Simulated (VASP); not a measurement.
# Na (P6_3/mmc) in VASP: electric field gradients with PBEsol

Aim: the electric field gradients of Na with PBEsol.

Program: VASP 6.6.1. These are calculated values, not measurements. Logs are shortened: lines on timing, memory, paths and dates and some standing lists are left out, and cuts for length are marked.

### Step 1. The cell of the first run

Symmetry: P6_3/mmc, No. 194, hexagonal system. The conventional cell has a = 3.767 Å, b = 3.767 Å, c = 6.154 Å, α = 90.00°, β = 90.00°, γ = 120.00°. Na (site symmetry -6m2) has 12 Na at 3.77 Å within 4.9 Å.

This isn't the form of Na at room conditions, which is bcc.

### Step 2. Electric field gradients, PBEsol

INCAR

```
SYSTEM = Na
PREC = Accurate
ENCUT = 520
EDIFF = 1E-8
ISMEAR = -1
SIGMA = 0.05
LREAL = Auto
LASPH = .True.
NELM = 80
ALGO = Normal
ISIF = 2
LWAVE = .False.
LCHARG = .False.
GGA = PS
LEFG = .True.
NBANDS = 70
```

KPOINTS

```
regular mesh
0
Gamma
  5 5 3
  0 0 0
```

POSCAR

```
Na
1.0
    7.5340000000      0.0000000000      0.0000000000
   -3.7670000000      6.5246353922      0.0000000000
    0.0000000000      0.0000000000     12.3080000000
Na
16
Direct
    0.1666666666      0.3333333334      0.1250000000
    0.1666666666      0.3333333334      0.6250000000
    0.1666666666      0.8333333334      0.1250000000
    0.1666666666      0.8333333334      0.6250000000
    0.6666666666      0.3333333334      0.1250000000
    0.6666666666      0.3333333334      0.6250000000
    0.6666666666      0.8333333334      0.1250000000
    0.6666666666      0.8333333334      0.6250000000
    0.3333333334      0.1666666666      0.3750000000
    0.3333333334      0.1666666666      0.8750000000
    0.3333333334      0.6666666666      0.3750000000
    0.3333333334      0.6666666666      0.8750000000
    0.8333333334      0.1666666666      0.3750000000
    0.8333333334      0.1666666666      0.8750000000
    0.8333333334      0.6666666666      0.3750000000
    0.8333333334      0.6666666666      0.8750000000
```

Potentials or basis: VASP PAW PBE potentials, release 64 (Na_pv).

The run is started by

```sh
cat potpaw_PBE.64/Na_pv/POTCAR > POTCAR
mpirun -np 1 vasp_std > vasp.out
```

OUTCAR:

```text
SYSTEM = Na
   PREC = Accurate
   ENCUT = 520
   EDIFF = 1E-8
   ISMEAR = -1
   LREAL = Auto
   LASPH = .True.
   NELM = 80
   ISIF = 2
   GGA = PS

 ion  position               nearest neighbor table
   1  0.167  0.333  0.125-
   2  0.167  0.333  0.625-
   3  0.167  0.833  0.125-
   4  0.167  0.833  0.625-
   5  0.667  0.333  0.125-
   6  0.667  0.333  0.625-
[... 8 lines left out ...]
  15  0.833  0.667  0.375-
  16  0.833  0.667  0.875-
[... 7 lines left out ...]
 A1 = (   7.5340000000,   0.0000000000,   0.0000000000)
 A2 = (  -3.7670000000,   6.5246353922,   0.0000000000)
 A3 = (   0.0000000000,   0.0000000000,  12.3080000000)

Analysis of symmetry for initial positions (statically):
=====================================================================
 Subroutine PRICEL returns following result:

  LATTYP: Found a hexagonal cell.
 ALAT       =     3.7670000000
 C/A-ratio  =     1.6336607380

  Lattice vectors:

 A1 = (   3.7670000000,   0.0000000000,   0.0000000000)
 A2 = (  -1.8835000000,   3.2623176961,   0.0000000000)
 A3 = (   0.0000000000,   0.0000000000,   6.1540000000)

   8 primitive cells build up your supercell.

 Routine SETGRP: Setting up the symmetry group for a
 hexagonal supercell.

 Subroutine GETGRP returns: Found 24 space group operations
 (whereof 12 operations were pure point group operations)
 out of a pool of 24 trial point group operations.

The static configuration has the point symmetry D_3d.
 The point group associated with its full space group is D_6h.

Analysis of symmetry for dynamics (positions and initial velocities):
=====================================================================
 Subroutine PRICEL returns following result:

  LATTYP: Found a hexagonal cell.
 ALAT       =     3.7670000000
 C/A-ratio  =     1.6336607380

  Lattice vectors:

 A1 = (   3.7670000000,   0.0000000000,   0.0000000000)
 A2 = (  -1.8835000000,   3.2623176961,   0.0000000000)
 A3 = (   0.0000000000,   0.0000000000,   6.1540000000)

   8 primitive cells build up your supercell.

 Routine SETGRP: Setting up the symmetry group for a
 hexagonal supercell.

 Subroutine GETGRP returns: Found 24 space group operations
 (whereof 12 operations were pure point group operations)
 out of a pool of 24 trial point group operations.

The dynamic configuration has the point symmetry D_3d.
 The point group associated with its full space group is D_6h.

 Subroutine INISYM returns: Found 24 space group operations
 (whereof 12 operations are pure point group operations),
 and found     8 'primitive' translations

----------------------------------------------------------------------------------------

                                     Primitive cell

  volume of cell :      75.6274

  direct lattice vectors                    reciprocal lattice vectors
     3.767000000  0.000000000  0.000000000     0.265463233  0.153265269  0.000000000
    -1.883500000  3.262317696  0.000000000     0.000000000  0.306530538  0.000000000
     0.000000000  0.000000000  6.154000000     0.000000000  0.000000000  0.162495938

  length of vectors
     3.767000000  3.767000000  6.154000000     0.306530538  0.306530538  0.162495938

  position of ions in fractional coordinates (direct lattice)
     0.333333333  0.666666667  0.250000000
     0.666666667  0.333333333  0.750000000

  ion indices of the primitive-cell ions
   primitive index   ion index
                 1           1
                 2           9

----------------------------------------------------------------------------------------

[... 51 lines left out ...]
   LASPH  =      T    aspherical Exc in radial PAW
   ENCUT  =  520.0 eV  38.22 Ry    6.18 a.u.  14.01 14.01 22.88*2*pi/ulx,y,z
   NELM   =     80;   NELMIN=  2; NELMDL= -5     # of ELM steps
   EDIFF  = 0.1E-07   stopping-criterion for ELM
   LREAL  =      T    real-space projection
   EDIFFG = 0.1E-06   stopping-criterion for IOM
   NSW    =      0    number of steps for IOM
   IBRION =     -1    ionic relax: 0-MD 1-quasi-New 2-CG
   NFREE  =      0    steps in history (QN), initial steepest desc. (CG)
   ISIF   =      2    stress and relaxation
   ISYM   =      2    0-nonsym 1-usesym 2-fastsym
   POTIM  = 0.5000    time-step for ionic-motion
   TEBEG  =    0.0;   TEEND  =   0.0 temperature during run
   PSTRESS=    0.0 pullay stress
   NELECT =     112.0000    total number of electrons
   NUPDOWN=      -1.0000    fix difference up-down
   EMIN   =  10.00;   EMAX   =-10.00  energy-range for DOS
   EFERMI =   0.00;   METHOD = LEGACY
   ISMEAR =    -1;   SIGMA  =   0.05  broadening in eV -4-tet -1-fermi 0-gaus
   EFERMI_NEDOS =   21; number of points for ismear=-14 and -15
   IALGO  =     38    algorithm
   IMIX   =      4    mixing-type and parameters
     AMIX     =   0.40;   BMIX     =  1.00
     AMIX_MAG =   1.60;   BMIX_MAG =  1.00
  volume/ion in A,a.u.               =      37.81       255.18
  Fermi-wavevector in a.u.,A,eV,Ry     =   0.933020  1.763153 11.844235  0.870527
  Thomas-Fermi vector in A             =   2.059678
   LORBIT       =      0    0 simple, 1 ext, 2 COOP (PROOUT), +10 PAW based schemes
   GGA     = PS    functional components
   LHFCALC =     F    Hartree Fock is set to
   AEXX    =    0.0000 exact exchange contribution
   IVDW    =     0    specifies the selected vdW correction
   LEPSILON=     F    determine dielectric tensor
   LRPA    =     F    only Hartree local field effects (RPA)
 non-spin polarized calculation
  energy-cutoff  :      520.00
  volume of cell :      605.02
 maximum number of plane-waves:     16322
   NGX = 29   NGY = 29   NGZ = 45

 number of electron     112.0000091 magnetization

 Free energy of the ion-electron system (eV)
  ---------------------------------------------------
  ext. energy  EPLUGINS =         0.00000000
  ---------------------------------------------------
  free energy    TOTEN  =       -22.43186420 eV

  energy without entropy =      -22.37157360  energy(sigma->0) =      -22.40171890

 E-fermi :   0.2067     XC(G=0):  -6.4485

 val. band max:        0.2009250922   @ k =   0.2000   0.2000   0.3333
 cond. band min:       0.2711844632   @ k =   0.2000  -0.0000   0.0000
 fundamental gap:      0.0702593711
 Fermi energy:         0.2067102732

 k-point     1 :       0.0000    0.0000    0.0000
  band No.  band energies     occupation
      1     -24.5794      2.00000
      2     -24.5781      2.00000
      3     -24.5781      2.00000
      4     -24.5781      2.00000
      5     -24.5781      2.00000
      6     -24.5781      2.00000
[... 699 lines left out ...]
     67       2.9455      0.00000
     68       3.2798      0.00000
 [bands above 68 left out]

------------------------ aborting loop because EDIFF is reached ----------------------------------------

  FORCE on cell =-STRESS in cart. coord.  units (eV):
  Direction    XX          YY          ZZ          XY          YZ          ZX
  --------------------------------------------------------------------------------------
  -------------------------------------------------------------------------------------
  Total       -0.8588339     -0.8588339     -1.5512694      0.0000000      0.0000000      0.0000000
  in kB       -2.2743140     -2.2743140     -4.1079814      0.0000000      0.0000000      0.0000000
  external PRESSURE =      -2.8855364 kB  Pullay stress =       0.0000000 kB

 VOLUME and BASIS-vectors are now :
 -----------------------------------------------------------------------------
  energy-cutoff  :      520.00
  volume of cell :      605.02
      direct lattice vectors                 reciprocal lattice vectors
     7.534000000  0.000000000  0.000000000     0.132731617  0.076632635  0.000000000
    -3.767000000  6.524635392  0.000000000     0.000000000  0.153265269  0.000000000
     0.000000000  0.000000000 12.308000000     0.000000000  0.000000000  0.081247969

 POSITION                                       TOTAL-FORCE (eV/Angst)
 -----------------------------------------------------------------------------------
     -0.00000      2.17488      1.53850         0.000000      0.000000      0.000000
     -0.00000      2.17488      7.69250         0.000000      0.000000     -0.000000
     -1.88350      5.43720      1.53850         0.000000      0.000000      0.000000
     -1.88350      5.43720      7.69250         0.000000      0.000000     -0.000000
      3.76700      2.17488      1.53850         0.000000      0.000000     -0.000000
      3.76700      2.17488      7.69250         0.000000      0.000000     -0.000000
[... 8 lines left out ...]
      3.76700      4.34976      4.61550        -0.000000      0.000000     -0.000000
      3.76700      4.34976     10.76950        -0.000000     -0.000000      0.000000
 -----------------------------------------------------------------------------------
    total drift:                               -0.000001      0.000000     -0.000000

  FREE ENERGIE OF THE ION-ELECTRON SYSTEM (eV)
  ---------------------------------------------------
  free  energy   TOTEN  =       -22.4318641951 eV

  energy  without entropy=      -22.3715735961  energy(sigma->0) =      -22.40171890

 Electric field gradients (V/A^2)
---------------------------------------------------------------------
 ion       V_xx      V_yy      V_zz      V_xy      V_xz      V_yz
---------------------------------------------------------------------
   1      -0.099    -0.096     0.195     0.002     0.000    -0.000
   2      -0.099    -0.096     0.195     0.002     0.000    -0.000
   3      -0.099    -0.096     0.195     0.002     0.000    -0.000
   4      -0.099    -0.096     0.195     0.002     0.000    -0.000
   5      -0.099    -0.096     0.195     0.002     0.000    -0.000
   6      -0.099    -0.096     0.195     0.002     0.000    -0.000
[... 8 lines left out ...]
  15      -0.099    -0.096     0.195     0.002    -0.000     0.000
  16      -0.099    -0.096     0.195     0.002    -0.000     0.000
---------------------------------------------------------------------

 Electric field gradients after diagonalization (V/A^2)
 (convention: |V_zz| > |V_xx| > |V_yy|)
----------------------------------------------------------------------
 ion       V_xx      V_yy      V_zz     asymmetry (V_yy - V_xx)/ V_zz
----------------------------------------------------------------------
   1      -0.100    -0.095     0.195       0.024
   2      -0.100    -0.095     0.195       0.024
   3      -0.100    -0.095     0.195       0.024
   4      -0.100    -0.095     0.195       0.024
   5      -0.100    -0.095     0.195       0.024
   6      -0.100    -0.095     0.195       0.024
[... 8 lines left out ...]
  15      -0.100    -0.095     0.195       0.024
  16      -0.100    -0.095     0.195       0.024
----------------------------------------------------------------------

           NMR quadrupolar parameters

 Cq : quadrupolar parameter    Cq=e*Q*V_zz/h
 eta: asymmetry parameters     (V_yy - V_xx)/ V_zz
 Q  : nuclear electric quadrupole moment in mb (millibarn)
----------------------------------------------------------------------
 ion       Cq(MHz)       eta       Q (mb)
----------------------------------------------------------------------
   1       0.000       0.024       1.000
   2       0.000       0.024       1.000
   3       0.000       0.024       1.000
   4       0.000       0.024       1.000
   5       0.000       0.024       1.000
   6       0.000       0.024       1.000
[... 8 lines left out ...]
  15       0.000       0.024       1.000
  16       0.000       0.024       1.000
----------------------------------------------------------------------
```

Wall time 8.2 min (1 thread of AMD EPYC 7R13, shared host); peak memory 0.68 GiB.

Results:

* Free energy: -22.4319 eV
* Pressure: -0.3 GPa
* Band gap on the k mesh: zero (bands 56 and 57 overlap by 0.99 eV)
* Largest electric field gradient by atom: Na +0.20 V/Å²

Caveat: without QUAD_EFG the Cq values of the log hold for a quadrupole moment of 1 mb, not for the nuclei; the PAW data sets were made with another functional, which shifts forces and pressure a little.

The gap in the log of VASP goes by the Fermi energy; the results here count the filled bands.